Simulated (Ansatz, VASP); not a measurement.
## SbP: VASP beside Ansatz

Contents of INCAR:

```
SYSTEM = SbP
ALGO = Normal
EDIFF = 1E-6
ENCUT = 500
GGA = PE
GGA_COMPAT = .FALSE.
ISIF = 2
ISMEAR = 0
LASPH = .TRUE.
LCHARG = .TRUE.
LELF = .TRUE.
LREAL = .FALSE.
LVHAR = .TRUE.
LWAVE = .FALSE.
NBANDS = 12
NELM = 120
PREC = Accurate
SIGMA = 0.05
```

The input KPOINTS:

```
k-points
0
G
  6 6 6
  0 0 0
```

File POSCAR:

```
SbP
1.0
    0.0000000000      3.0398284438      3.0398284438
    3.0398284438      0.0000000000      3.0398284438
    3.0398284438      3.0398284438      0.0000000000
Sb P
1 1
Direct
    0.0000000000      0.0000000000      0.0000000000
    0.2500000000      0.2500000000      0.2500000000
```

Input for Ansatz:

```yaml
crystal:
  lattice:
    - [0.0, 3.0398284438, 3.0398284438]
    - [3.0398284438, 0.0, 3.0398284438]
    - [3.0398284438, 3.0398284438, 0.0]
  atoms:
    - { symbol: Sb, position: [0.0, 0.0, 0.0] }
    - { symbol: P, position: [0.25, 0.25, 0.25] }
basis:
  ecutwfc: 420
kpoints:
  mp_grid: { grid: [6, 6, 6] }
hamiltonian:
  xc: pbe
scf:
  occupations: { method: gaussian, width: 0.05 }
output:
  forces: true
  stress: true
  eigenvalues: true
```

Alike in both runs: task single point; functional PBE; k mesh 6 × 6 × 6; occupations gaussian, width 0.05 eV; no spin polarisation.

|  | VASP | Ansatz |
| --- | --- | --- |
| version | VASP 6.6.1 | Ansatz 0.2.0 |
| potentials or method | VASP PAW PBE potentials, release 64 (Sb, P), cutoff 500 eV | scalar-relativistic, plane waves, PAW |
| valence electrons in the cell | 10 | 20 |

```tsv
	VASP	Ansatz	Ansatz less VASP
gap on the k mesh at the Fermi level (eV)	none	none	-
pressure (GPa)	6.8	6.8	-0.08
```

A gap of «none» marks a metal or a gap that the smearing closes. With one functional, cell and mesh, what is left measures potentials, basis and numerics. VASP's potentials hold 10 valence electrons a cell and Ansatz's 20, so a difference there can come from the potentials and not from the codes.

Spin-orbit coupling is off throughout.
